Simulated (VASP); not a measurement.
Crystal: Hf3S5.

```xyz
8
Lattice="4.4292 0.0000 0.0000 0.0000 4.5574 0.0000 0.0000 0.0000 9.1778" Properties=species:S:1:pos:R:3 pbc="T T T"
Hf    0.0000    2.2787    7.0216
Hf    0.0000    2.2787    2.1562
Hf    2.2146    2.2787    4.5889
S     0.0000    0.0000    4.5889
S     0.0000    0.0000    0.0000
S     2.2146    2.2787    0.0000
S     2.2146    0.0000    6.8121
S     2.2146    0.0000    2.3657
```

The cell was generated, and may not be a known phase.

- Program: VASP 6.6.1
- Task: relaxation of cell and atoms
- Functional: PBE
- Potentials or basis: VASP PAW PBE potentials, release 64 (Hf_pv, S)
- Cutoff: 600 eV
- k mesh: 4 × 4 × 2
- Occupations: gaussian, width 0.2 eV
- Spin: no spin polarisation

At the start: pressure -17.2 GPa; volume 23.16 Å³/atom.

Question: Where does the relaxation end?

Answer: Over 12 steps the energy falls by 991.8 meV/atom and the volume is 16.71 Å³/atom (-27.9 %); space group Pmmm (No. 47, to 0.1 Å) before and after.

Step by step:
```tsv
step	energy change (eV)	largest force (eV/Å)	pressure (GPa)	volume (Å³)
1	0.0000	1.5252	-17.18	185.26
2	-5.5461	1.5098	9.64	125.69
3	-5.5474	1.5213	7.83	127.24
4	-7.2529	0.7013	16.59	120.24
5	-7.3924	0.5470	13.91	121.62
6	-7.5452	0.7390	-8.87	144.46
7	-7.8947	0.6264	-0.33	133.32
8	-7.8948	0.6240	-0.14	133.08
9	-7.9232	0.3114	-0.04	133.27
10	-7.9325	0.0851	0.07	133.45
11	-7.9325	0.0848	0.08	133.46
12	-7.9346	0.0579	-0.07	133.64
```

Final structure:
```yaml
crystal:
  lattice:
    - [4.35106, 0.00000, 0.00000]
    - [0.00000, 3.31782, 0.00000]
    - [0.00000, 0.00000, 9.25760]
  atoms:
    - { symbol: Hf, position: [0.00000, 0.50000, 0.78466] }
    - { symbol: Hf, position: [0.00000, 0.50000, 0.21534] }
    - { symbol: Hf, position: [0.50000, 0.50000, 0.50000] }
    - { symbol: S, position: [0.00000, 0.00000, 0.50000] }
    - { symbol: S, position: [0.00000, 0.00000, 0.00000] }
    - { symbol: S, position: [0.50000, 0.50000, 0.00000] }
    - { symbol: S, position: [0.50000, 0.00000, 0.71832] }
    - { symbol: S, position: [0.50000, 0.00000, 0.28168] }
```

Caveat: the volume moved by over 15 % at a fixed basis, so the end points are rough; the relaxation stopped at a loose force limit of 0.08 eV/Å, so its end isn't a converged minimum.
